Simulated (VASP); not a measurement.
**Se: single point with PBE**

Se:

```xyz
4
Lattice="3.9799 0.0000 0.0000 -1.9900 3.4467 0.0000 0.0000 0.0000 7.4632" Properties=species:S:1:pos:R:3 pbc="T T T"
Se    0.0000    0.0000    6.2854
Se    0.0000    0.0000    1.1777
Se    0.0000    2.2978    4.5234
Se    1.9900    1.1489    2.9398
```

- Program: VASP 6.6.1
- Task: single point
- Functional: PBE
- Potentials or basis: VASP PAW PBE potentials, release 64 (Se)
- Cutoff: 520 eV
- k mesh: 12 × 12 × 6
- Occupations: gaussian, width 0.1 eV
- Spin: no spin polarisation

The pressure is 0.0 GPa, the largest force is 0.021 eV/Å and the band gap on the k mesh is zero (band 12 reaches 3.72 eV, above the bottom of band 13 at 2.95 eV).

Forces in eV/Å, atoms in the order of the input:
```
Se   0.000  0.000 -0.021
Se   0.000  0.000  0.021
Se   0.000  0.000  0.002
Se   0.000  0.000 -0.002
```

Stress tensor (GPa, compression positive):
```
-0.01  0.00  0.00
 0.00 -0.01  0.00
 0.00  0.00  0.08
```

Levels at points of the mesh, in eV from the Fermi level:
| k point | band 10 | band 11 | band 12 | band 13 | band 14 | band 15 |
| --- | --- | --- | --- | --- | --- | --- |
| (0.00, 0.00, 0.00) | -1.64 | -0.94 | 0.06 | 0.06 | 0.16 | 0.16 |
| (0.50, 0.00, 0.00) | -1.96 | -1.57 | -0.60 | 0.44 | 1.33 | 2.23 |
| (0.00, 0.00, 0.50) | -1.54 | -1.51 | -1.51 | 0.01 | 1.23 | 1.23 |
| (0.50, 0.00, 0.50) | -2.89 | -1.31 | -0.28 | 0.23 | 1.01 | 2.62 |

It took 110 s on 1 thread of Intel(R) Xeon(R) Platinum 8488C (Sapphire Rapids), with other jobs on the host, peak memory 0.31 GiB.
